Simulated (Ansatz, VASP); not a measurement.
# Ge in VASP and in Ansatz

File INCAR:

```
SYSTEM = Ge
PREC = Accurate
ENCUT = 520
EDIFF = 1E-7
ISMEAR = -1
SIGMA = 0.1
LREAL = .False.
LASPH = .True.
NELM = 60
ALGO = Normal
ISIF = 2
LWAVE = .False.
LCHARG = .False.
NBANDS = 21
```

File KPOINTS:

```
Automatic mesh
0
Gamma
  14 14 8
  0 0 0
```

Contents of POSCAR:

```
Ge
1.0
    2.9067871308      0.0000000000      0.0000000000
   -1.4533935654      2.5173514987      0.0000000000
    0.0000000000      0.0000000000      4.5127528488
Ge
2
Direct
    0.3333333333      0.6666666667      0.2500000000
    0.6666666667      0.3333333333      0.7500000000
```

Input for Ansatz:

```yaml
crystal:
  lattice:
    - [2.9067871308, 0.0, 0.0]
    - [-1.4533935654, 2.5173514987, 0.0]
    - [0.0, 0.0, 4.5127528488]
  atoms:
    - { symbol: Ge, position: [0.3333333333, 0.6666666667, 0.25] }
    - { symbol: Ge, position: [0.6666666667, 0.3333333333, 0.75] }
hamiltonian:
  xc: lda
  pseudopotentials:
    kind: paw
    azcp:
      Ge: "pseudopotentials/Ge.paw.azcp"
basis:
  ecutwfc: 420
  fft_grid_basis: typed
kpoints:
  mp_grid: { grid: [14, 14, 8], shift: [0, 0, 0] }
magnetization:
  spin_polarized: false
scf:
  occupations: { method: fermi_dirac, width: 0.1 }
  lower_state_search: "off"
output:
  stress: true
```

Alike in both runs: task single point; functional LDA; k mesh 14 × 14 × 8; occupations fermi-dirac, width 0.1 eV; no spin polarisation.

```csv
,VASP,Ansatz
version,VASP 6.6.1,Ansatz 0.2.0
potentials or method,"VASP PAW LDA potentials, release 64 (Ge_d), cutoff 520 eV","plane waves (420 eV) with PAW, scalar-relativistic"
valence electrons in the cell,28,28
```

|  | VASP | Ansatz | Ansatz less VASP |
| --- | --- | --- | --- |
| pressure (GPa) | 8.1 | 7.9 | -0.16 |
| traceless stress, the component that is largest in VASP (GPa) | 1.90 | 1.90 | +0.005 |

Ansatz warns that its potentials were made for another functional, while VASP's fit it. LDA's correlation is that of Perdew and Zunger in VASP and of Perdew and Wang (1992) in Ansatz.
